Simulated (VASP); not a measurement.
# Sn4H (P-3m1) in VASP: a series of runs, part 2 of 2

VASP 6.6.1.

## (3) Single point, PBE (30.80 Å³/atom)

This run uses another cell than the first one, of 30.80 Å³/atom.

File INCAR:

```
SYSTEM = Sn4H
PREC = Accurate
ENCUT = 500
EDIFF = 1E-6
ISMEAR = 0
SIGMA = 0.01
LREAL = .False.
LASPH = .True.
NELM = 120
ALGO = Normal
ISIF = 2
LWAVE = .False.
LCHARG = .False.
GGA = PE
NBANDS = 68
GGA_COMPAT = .False.
```

File KPOINTS:

```
regular mesh
0
Gamma
  12 12 4
  0 0 0
```

File POSCAR:

```
Sn4H
1.0
    4.6943869919      0.0000000000      0.0000000000
   -2.3471934960      4.0654583902      0.0000000000
    0.0000000000      0.0000000000     16.1410413670
Sn H
8 2
Direct
    0.0000000000      0.0000000000      0.0886284627
    0.0000000000      0.0000000000      0.9113715373
    0.6666666667      0.3333333333      0.8525596475
    0.6666666667      0.3333333333      0.6753011078
    0.6666666667      0.3333333333      0.3796211063
    0.3333333333      0.6666666667      0.6203788937
    0.3333333333      0.6666666667      0.1474403525
    0.3333333333      0.6666666667      0.3246988922
    0.6666666667      0.3333333333      0.4881475285
    0.3333333333      0.6666666667      0.5118524715
```

Potentials or basis: VASP PAW PBE potentials, release 64 (Sn_d, H).

Started as:

```
$ cat potpaw_PBE.64/Sn_d/POTCAR potpaw_PBE.64/H/POTCAR > POTCAR
$ mpirun -np 1 vasp_std > vasp.out
```

OUTCAR:

```text
SYSTEM = Sn4H
   PREC = Accurate
   ENCUT = 500
   EDIFF = 1E-6
   ISMEAR = 0
   LREAL = .False.
   LASPH = .True.
   NELM = 120
   ISIF = 2
   GGA = PE

 ion  position               nearest neighbor table
   1  0.000  0.000  0.089-   2 2.86   7 2.87   7 2.87   7 2.87
   2  0.000  0.000  0.911-   1 2.86   3 2.87   3 2.87   3 2.87
   3  0.667  0.333  0.853-   4 2.86   2 2.87   2 2.87   2 2.87
   4  0.667  0.333  0.675-   6 2.85   6 2.85   6 2.85   3 2.86
   5  0.667  0.333  0.380-   9 1.75   8 2.85   8 2.85   8 2.85
   6  0.333  0.667  0.620-  10 1.75   4 2.85   4 2.85   4 2.85
   7  0.333  0.667  0.147-   8 2.86   1 2.87   1 2.87   1 2.87
   8  0.333  0.667  0.325-   5 2.85   5 2.85   5 2.85   7 2.86
   9  0.667  0.333  0.488-   5 1.75
  10  0.333  0.667  0.512-   6 1.75

  LATTYP: Found a hexagonal cell.
 ALAT       =     4.6943869919
 C/A-ratio  =     3.4383704187

  Lattice vectors:

 A1 = (   4.6943869919,   0.0000000000,   0.0000000000)
 A2 = (  -2.3471934960,   4.0654583902,   0.0000000000)
 A3 = (   0.0000000000,   0.0000000000,  16.1410413670)

Analysis of symmetry for initial positions (statically):
=====================================================================
 Subroutine PRICEL returns:
 Original cell was already a primitive cell.

 Routine SETGRP: Setting up the symmetry group for a
 hexagonal supercell.

 Subroutine GETGRP returns: Found 12 space group operations
 (whereof 12 operations were pure point group operations)
 out of a pool of 24 trial point group operations.

The static configuration has the point symmetry D_3d.

Analysis of symmetry for dynamics (positions and initial velocities):
=====================================================================
 Subroutine PRICEL returns:
 Original cell was already a primitive cell.

 Routine SETGRP: Setting up the symmetry group for a
[... 147 lines left out ...]
   GGA     = PE    functional components
   LHFCALC =     F    Hartree Fock is set to
   AEXX    =    0.0000 exact exchange contribution
   IVDW    =     0    specifies the selected vdW correction
   LEPSILON=     F    determine dielectric tensor
   LRPA    =     F    only Hartree local field effects (RPA)
 non-spin polarized calculation
 Gauss-broadening in eV      SIGMA  =   0.01
  energy-cutoff  :      500.00
  volume of cell :      308.05
 maximum number of plane-waves:      7882
 NGX is ok and might be reduce to    36
   NGX = 17   NGY = 17   NGZ = 59

 number of electron     114.0000069 magnetization

 Free energy of the ion-electron system (eV)
  ---------------------------------------------------
  ext. energy  EPLUGINS =         0.00000000
  ---------------------------------------------------
  free energy    TOTEN  =       -36.63888451 eV

  energy without entropy =      -36.63883652  energy(sigma->0) =      -36.63886051

 E-fermi :   4.5092     XC(G=0):  -8.4465

 val. band max:        4.4784074347   @ k =   0.0000   0.0000   0.0000
 cond. band min:       4.5103927188   @ k =   0.0000   0.0000   0.0000
 fundamental gap:      0.0319852841
 Fermi energy:         4.5092001012

 k-point     1 :       0.0000    0.0000    0.0000
  band No.  band energies     occupation
      1     -17.0197      2.00000
      2     -17.0197      2.00000
      3     -17.0111      2.00000
      4     -17.0111      2.00000
      5     -16.9999      2.00000
      6     -16.9999      2.00000
[... 1693 lines left out ...]
     67       7.8809      0.00000
     68       7.9969      0.00000

 [... further k-points ...]

------------------------ aborting loop because EDIFF is reached ----------------------------------------

  FORCE on cell =-STRESS in cart. coord.  units (eV):
  Direction    XX          YY          ZZ          XY          YZ          ZX
  --------------------------------------------------------------------------------------
  -------------------------------------------------------------------------------------
  Total        0.9325771      0.9325771      0.8809743     -0.0000000      0.0000000      0.0000000
  in kB        4.8503757      4.8503757      4.5819871     -0.0000000      0.0000000      0.0000000
  external PRESSURE =       4.7609129 kB  Pullay stress =       0.0000000 kB

 VOLUME and BASIS-vectors are now :
 -----------------------------------------------------------------------------
  energy-cutoff  :      500.00
  volume of cell :      308.05
      direct lattice vectors                 reciprocal lattice vectors
     4.694386992  0.000000000  0.000000000     0.213020359  0.122987361  0.000000000
    -2.347193496  4.065458390  0.000000000     0.000000000  0.245974723  0.000000000
     0.000000000  0.000000000 16.141041367     0.000000000  0.000000000  0.061953871

 POSITION                                       TOTAL-FORCE (eV/Angst)
 -----------------------------------------------------------------------------------
      0.00000      0.00000      1.43056         0.000000      0.000000     -0.000636
      0.00000      0.00000     14.71049        -0.000000     -0.000000      0.000636
      2.34719      1.35515     13.76120         0.000000      0.000000      0.003142
      2.34719      1.35515     10.90006         0.000000      0.000000      0.000380
      2.34719      1.35515      6.12748         0.000000     -0.000000      0.015566
     -0.00000      2.71031     10.01356         0.000000      0.000000     -0.015566
     -0.00000      2.71031      2.37984        -0.000000     -0.000000     -0.003142
     -0.00000      2.71031      5.24098        -0.000000      0.000000     -0.000380
      2.34719      1.35515      7.87921        -0.000000      0.000000     -0.013696
     -0.00000      2.71031      8.26183         0.000000     -0.000000      0.013696
 -----------------------------------------------------------------------------------
    total drift:                                0.000000      0.000000      0.000000

  FREE ENERGIE OF THE ION-ELECTRON SYSTEM (eV)
  ---------------------------------------------------
  free  energy   TOTEN  =       -36.6388845122 eV

  energy  without entropy=      -36.6388365157  energy(sigma->0) =      -36.63886051
```

OSZICAR:

```text
N       E                     dE             d eps       ncg     rms          rms(c)
DAV:   1     0.129022756683E+04    0.12902E+04   -0.54598E+04  9844   0.230E+03
DAV:   2     0.182219652655E+03   -0.11080E+04   -0.10863E+04  9384   0.655E+02
DAV:   3    -0.227752271119E+02   -0.20499E+03   -0.19938E+03 10240   0.230E+02
DAV:   4    -0.369142186298E+02   -0.14139E+02   -0.13978E+02 10816   0.654E+01
DAV:   5    -0.373349419589E+02   -0.42072E+00   -0.41953E+00 10700   0.117E+01    0.746E+00
DAV:   6    -0.367584477635E+02    0.57649E+00   -0.44906E-01 14304   0.620E+00    0.419E+00
DAV:   7    -0.366246973893E+02    0.13375E+00   -0.11990E+00 10348   0.818E+00    0.897E-01
DAV:   8    -0.366304151248E+02   -0.57177E-02   -0.25896E-01 10504   0.437E+00    0.554E-01
DAV:   9    -0.366339213871E+02   -0.35063E-02   -0.43921E-02 13044   0.141E+00    0.247E-01
DAV:  10    -0.366375395040E+02   -0.36181E-02   -0.10733E-02 10124   0.770E-01    0.810E-02
DAV:  11    -0.366384836242E+02   -0.94412E-03   -0.12921E-03 10232   0.371E-01    0.390E-02
DAV:  12    -0.366387914029E+02   -0.30778E-03   -0.34930E-04 13216   0.119E-01    0.203E-02
DAV:  13    -0.366388763445E+02   -0.84942E-04   -0.11062E-04 10396   0.567E-02    0.482E-03
DAV:  14    -0.366388813175E+02   -0.49730E-05   -0.85333E-06 10904   0.231E-02    0.248E-03
DAV:  15    -0.366388840416E+02   -0.27241E-05   -0.27459E-06  7224   0.174E-02    0.121E-03
DAV:  16    -0.366388845122E+02   -0.47059E-06   -0.62274E-07  6620   0.640E-03
   1 F= -.36638885E+02 E0= -.36638861E+02  d E =-.479965E-04
```

It took 19 min on 1 thread of Oxide Virtual Turin-like, shared host; peak memory 0.99 GiB.

What came out:

* Free energy: -36.6389 eV
* Pressure: 0.5 GPa
* Largest force: 0.016 eV/Å
* Band gap on the k mesh: zero (bands 57 and 58 overlap by 0.05 eV)

Forces in eV/Å, atoms in the order of the input:
```
Sn   0.000  0.000 -0.001
Sn   0.000  0.000  0.001
Sn   0.000  0.000  0.003
Sn   0.000  0.000  0.000
Sn   0.000  0.000  0.016
Sn   0.000  0.000 -0.016
Sn   0.000  0.000 -0.003
Sn   0.000  0.000  0.000
H    0.000  0.000 -0.014
H    0.000  0.000  0.014
```

Caveat: spin-orbit coupling is left out, which moves the levels of the heavy elements.

The gap in the log of VASP goes by the Fermi energy; the results here count the filled bands.